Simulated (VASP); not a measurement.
Input of a VASP 6.6.1 run:

The input POSCAR:

```
Cd
1.0
    1.6411810000      0.9626790000      2.4842660000
   -1.5975280000      0.8789580000      2.4873410000
   -0.0506780000     -1.8105080000      2.4740040000
Cd
1
Direct
    0.0000000000      0.0000000000      0.0000000000
```

INCAR.step1

```
PREC     = Accurate       # precision mode
ENCUT    = 520            # plane-wave cutoff, eV
ISMEAR   = -1             # smearing method
SIGMA    = 0.1            # smearing width, eV
LREAL    = F              # projectors in reciprocal space
LASPH    = T              # aspherical terms in the spheres
NELM     = 60             # most SCF steps
NBANDS   = 12             # bands
GGA      = PE             # functional
ALGO     = Normal         # electronic algorithm
EDIFF    = 1E-4           # SCF threshold, eV
LWAVE    = T              # write WAVECAR
LCHARG   = F              # write CHGCAR
```

Contents of INCAR.step2:

```
PREC     = Accurate       # precision mode
ENCUT    = 520            # plane-wave cutoff, eV
EDIFF    = 1E-6           # SCF threshold, eV
ISMEAR   = -1             # smearing method
SIGMA    = 0.1            # smearing width, eV
LREAL    = F              # projectors in reciprocal space
LASPH    = T              # aspherical terms in the spheres
NELM     = 60             # most SCF steps
ALGO     = Normal         # electronic algorithm
ISIF     = 2              # what is computed and relaxed
LWAVE    = F              # write WAVECAR
LCHARG   = T              # write CHGCAR
METAGGA  = R2SCAN         # meta-GGA
LMIXTAU  = T            
IVDW     = 13             # dispersion correction
VDW_S6   = 1.0          
VDW_S8   = 0.6018749    
VDW_A1   = 0.51559235   
VDW_A2   = 5.77342911   
LELF     = T              # ELF
LVHAR    = T            
NBANDS   = 12             # bands
ISTART   = 1
```

The input KPOINTS:

```
regular mesh
0
Gamma
  8 8 8
```

Potentials or basis: VASP PAW PBE potentials, release 64 (Cd).

Run with:

```console
$ cat potpaw_PBE.64/Cd/POTCAR > POTCAR
$ cp INCAR.step1 INCAR
$ mpirun -np 1 vasp_std > vasp.out
$ cp INCAR.step2 INCAR
$ mpirun -np 1 vasp_std > vasp.out
```

Q: What does it give for the pressure?

A: -1.0 GPa.

Q: What does it give for the dispersion energy per atom?

A: -0.139 eV.

Stress tensor (GPa, compression positive):
```
-1.18 -1.12 -0.27
-1.12 -0.21  0.10
-0.27  0.10 -1.66
```

Caveat: the cell differs from its parent crystal (the cell strained at random); the PAW data sets were made with another functional, which shifts forces and pressure a little; pairwise dispersion overbinds metals, which lowers pressure and volume.
